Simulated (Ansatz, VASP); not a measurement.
## MoS2 in VASP and in Ansatz

```
Mo S
1.0
     3.12322    0.00000    0.00000
    -1.56161    2.70479    0.00000
     0.00000    0.00000   11.99141
Mo S
2 4
Direct
  0.33333 0.66667 0.25000
  0.66667 0.33333 0.75000
  0.33333 0.66667 0.62050
  0.66667 0.33333 0.12050
  0.33333 0.66667 0.87950
  0.66667 0.33333 0.37950
```

Change from the starting cell: mode 4 frozen in at +0.000 Å, equal normal strain along x, y and z -0.0083.

Alike in both runs: task single point; functional PBE; dispersion D3(BJ); k mesh 12 × 12 × 4; occupations gaussian, width 0.05 eV; no spin polarisation.

|  | VASP | Ansatz |
| --- | --- | --- |
| version | VASP 6.6.1 | Ansatz 0.2.0 |
| potentials or method | VASP PAW PBE potentials, release 64 (Mo_sv, S), cutoff 520 eV | scalar-relativistic, plane waves, PAW |
| valence electrons in the cell | 52 | 52 |

|  | VASP | Ansatz | Ansatz less VASP |
| --- | --- | --- | --- |
| gap on the k mesh at the Fermi level (eV) | 0.77 | 0.76 | -0.016 |
| least direct gap on the mesh (eV) | 1.76 | 1.76 | -0.004 |
| pressure (GPa) | 3.9 | 4.1 | +0.16 |
| traceless stress, the component that is largest in VASP (GPa) | 0.27 | 0.32 | +0.044 |
| rms of the force components (eV/Å) | 0.188 | 0.196 | +0.0078 |

Atom by atom the forces differ by 0.008 eV/Å (rms over components).
